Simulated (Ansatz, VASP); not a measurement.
**CuO in VASP and in Ansatz**

INCAR

```
SYSTEM = CuO
PREC = Accurate ; ENCUT = 520
EDIFF = 1E-6 ; ISMEAR = -1
SIGMA = 0.05 ; LREAL = .False.
LASPH = .True. ; NELM = 150
ALGO = Normal ; ISIF = 2
LWAVE = .False. ; LCHARG = .False.
LMAXMIX = 4 ; LDAU = .True.
LDAUTYPE = 2 ; LDAUL = 2 -1
LDAUU = 5 0 ; LDAUJ = 0 0
LDAUPRINT = 1 ; GGA = PE
NBANDS = 25
```

KPOINTS

```
regular mesh
0
Gamma
  8 8 6
  0 0 0
```

POSCAR

```
CuO
1.0
    3.1754955000      0.0000000000      0.0000000000
    0.0000000000      3.1754955000      0.0000000000
    0.0000000000      0.0000000000      4.6495318700
Cu O
2 2
Direct
    0.0000000000      0.0000000000      0.0000000000
    0.5000000000      0.5000000000      0.0000000000
    0.5000000000      0.0000000000      0.2670000000
    0.0000000000      0.5000000000      0.7330000000
```

The input input.yaml:

```yaml
crystal:
  lattice:
    - [3.1754955, 0.0, 0.0]
    - [0.0, 3.1754955, 0.0]
    - [0.0, 0.0, 4.64953187]
  atoms:
    - { symbol: Cu, position: [0.0, 0.0, 0.0] }
    - { symbol: Cu, position: [0.5, 0.5, 0.0] }
    - { symbol: O, position: [0.5, 0.0, 0.267] }
    - { symbol: O, position: [0.0, 0.5, 0.733] }
hamiltonian:
  xc: pbe
  pseudopotentials: { kind: paw }
  hubbard: { sites: [{ species: Cu, l: d, u_eff: 5.0 }] }
kpoints:
  mp_grid: { grid: [8, 8, 6] }
  band_path:
    path:
      - [[0.0, 0.0, 0.0], [0.0, 0.5, 0.0], [0.5, 0.5, 0.0], [0.0, 0.0, 0.0], [0.0, 0.0, 0.5], [0.0, 0.5, 0.5], [0.5, 0.5, 0.5], [0.0, 0.0, 0.5]]
      - [[0.0, 0.5, 0.0], [0.0, 0.5, 0.5]]
      - [[0.5, 0.5, 0.0], [0.5, 0.5, 0.5]]
    npoints: 14
scf:
  occupations: { method: fermi_dirac, width: 0.05 }
  n_extra_bands: 10
output:
  forces: true
  stress: true
  eigenvalues: true
  fatbands: false
```

Alike in both runs: functional PBE; k mesh 8 × 8 × 6; occupations fermi-dirac, width 0.05 eV; no spin polarisation; Hubbard terms Cu d U = 5.0 eV.

|  | VASP | Ansatz |
| --- | --- | --- |
| version | VASP 6.6.1 | Ansatz 0.2.0 |
| potentials or method | VASP PAW PBE potentials, release 64 (Cu, O) | Ansatz PAW |
| plane-wave cutoff (eV) | 520 | 420 |
| valence electrons in the cell | 34 | 50 |
| task | single point | band structure |

VASP gave:

- gap on the k mesh at the Fermi level (eV): none
- pressure (GPa): 11.6
- traceless stress, the component that is largest in VASP (GPa): -22.39
- rms of the force components (eV/Å): 0.459

**Question.** What did Ansatz give for the same quantities?

**Answer.** gap on the k mesh at the Fermi level (eV): none; pressure (GPa): 18.8; traceless stress, the component that is largest in VASP (GPa): -22.64; rms of the force components (eV/Å): 0.136.

The programs project onto different local orbitals, so the same U acts differently, and such runs can settle in different states. Atom by atom the forces differ by 0.323 eV/Å (rms over components). A gap of «none» marks a metal or a gap that the smearing closes. VASP's potentials hold 34 valence electrons a cell and Ansatz's 50, so a difference there can come from the potentials and not from the codes.
